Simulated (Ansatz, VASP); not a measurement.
**CdBi2 in VASP and in Ansatz**

```
CELL_PARAMETERS angstrom
3.51016 0.00000 0.00000
-1.75508 3.03988 0.00000
0.00000 0.00000 16.51583
ATOMIC_POSITIONS crystal
Cd 0.33333 0.66667 0.25000
Cd 0.66667 0.33333 0.75000
Bi 0.33333 0.66667 0.59184
Bi 0.66667 0.33333 0.09184
Bi 0.33333 0.66667 0.90816
Bi 0.66667 0.33333 0.40816
```

Alike in both runs: functional PBE; k mesh 12 × 12 × 4; occupations gaussian, width 0.1 eV; no spin polarisation.

Ansatz relaxed the structure, and its values are those at the end. VASP's run is a single point on that final structure, the one shown.

```csv
,VASP,Ansatz
version,VASP 6.6.1,Ansatz 0.2.0
potentials or method,"VASP PAW PBE potentials, release 64 (Cd, Bi_d), cutoff 520 eV","scalar-relativistic, plane waves, PAW"
valence electrons in the cell,84,100
```

|  | VASP | Ansatz | Ansatz less VASP |
| --- | --- | --- | --- |
| gap on the k mesh at the Fermi level (eV) | none | none | - |
| pressure (GPa) | 0.0 | 0.0 | -0.02 |
| rms of the force components (eV/Å) | 0.004 | 0.000 | -0.0042 |

A gap of «none» marks a metal or a gap that the smearing closes. VASP's potentials hold 84 valence electrons a cell and Ansatz's 100, so a difference there can come from the potentials and not from the codes.

Neither program's run includes spin-orbit coupling.
